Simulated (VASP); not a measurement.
## Ni: single point with LDA

Ni:

```
Ni
1.0
     0.00000   -1.79350   -1.79350
    -3.58700   -1.79350   -1.79350
     0.00000    1.79350   -1.79350
Ni
2
Direct
  0.00000 0.00000 0.00000
  0.00000 0.50000 0.50000
```

```
Program                : VASP 6.6.1
Task                   : single point
Functional             : LDA
Potentials or basis    : VASP PAW LDA potentials, release 64 (Ni)
Cutoff                 : 520 eV
k mesh                 : 11 × 7 × 9
Occupations            : fermi-dirac, width 0.05 eV
Spin                   : collinear spin
Starting moments       : [0.06, 0.06] μB
Dipole correction      : no
Further INCAR settings : ALGO = Normal; EDIFF = 1e-07; NBANDS = 21; ISYM = 0
```

- Pressure: -25.2 GPa
- Net moment: 1.19 μB per cell
- Site moments: Ni +0.60 μB
- Valence electrons inside the program's atomic spheres: Ni 9.22

Stress tensor (GPa, compression positive):
```
-24.95  -0.01  -0.01
 -0.01 -25.36   0.15
 -0.01   0.15 -25.36
```

Levels at points of the mesh, in eV from the Fermi level:
Spin up:
```
           k point  band 7  band 8  band 9  band 10  band 11  band 12  band 13  band 14  band 15  band 16
(0.00, 0.00, 0.00)   -1.13   -1.13   -0.48    -0.37    -0.37     2.44     8.78    14.25    14.25    19.11
```
Spin down:
| k point | band 7 | band 8 | band 9 | band 10 | band 11 | band 12 | band 13 | band 14 |
| --- | --- | --- | --- | --- | --- | --- | --- | --- |
| (0.00, 0.00, 0.00) | -0.57 | -0.57 | 0.11 | 0.32 | 0.32 | 2.48 | 9.03 | 14.31 |

It took 3.2 min on 1 thread of Intel(R) Xeon(R) 6975P-C (Granite Rapids) (shared host), peak memory 0.31 GiB.

Caveat: the cell stands under tension.
